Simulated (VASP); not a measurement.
Runs of VASP 6.6.1 on Cd. The structure is that of space group Cmce (No. 64), or close to it. The cells are those of the table. 

```tsv
task	cell	k mesh	cutoff (eV)	gap on the mesh (eV)	pressure (GPa)	relaxed volume (Å³/atom)	largest force (eV/Å)
single point	a = 4.029, b = 4.029, c = 5.643 Å, angles 90.0, 90.0, 101.4°, 4 atoms	4 × 4 × 4	520	none	(a)	-	-
relaxation of cell and atoms	relaxed from a = 3.525, b = 3.525, c = 7.929 Å, angles 90.0, 90.0, 66.9°, 4 atoms	6 × 6 × 2	600	none	0.0	21.24	0.03
relaxation of cell and atoms	relaxed from a = 4.676, b = 4.676, c = 4.758 Å, angles 90.0, 90.0, 118.9°, 4 atoms	4 × 4 × 4	600	none	0.0	25.56	0.03
single point	a = 5.829, b = 5.829, c = 4.638 Å, angles 90.0, 90.0, 145.0°, 4 atoms	6 × 6 × 4	520	none	(b)	-	6.83
relaxation of cell and atoms	relaxed from a = 5.829, b = 5.829, c = 4.638 Å, angles 90.0, 90.0, 145.0°, 4 atoms	6 × 6 × 4	600	none	-0.2	22.61	0.04
```

Alike in all rows: level PBEsol; potentials or basis VASP PAW PBE potentials, release 64 (Cd); no spin polarisation; smearing gaussian 0.1 eV.

Question: Fill in the values left out.

Answer: (a) 0.4; (b) 38.8.

Caveats: some runs use coarse meshes; the PAW data sets were made with another functional, which shifts forces and pressure a little.

A k mesh can miss the band edges, and the runs leave out spin-orbit coupling on Cd.

A gap of «none» marks levels without a gap at the run's occupations.
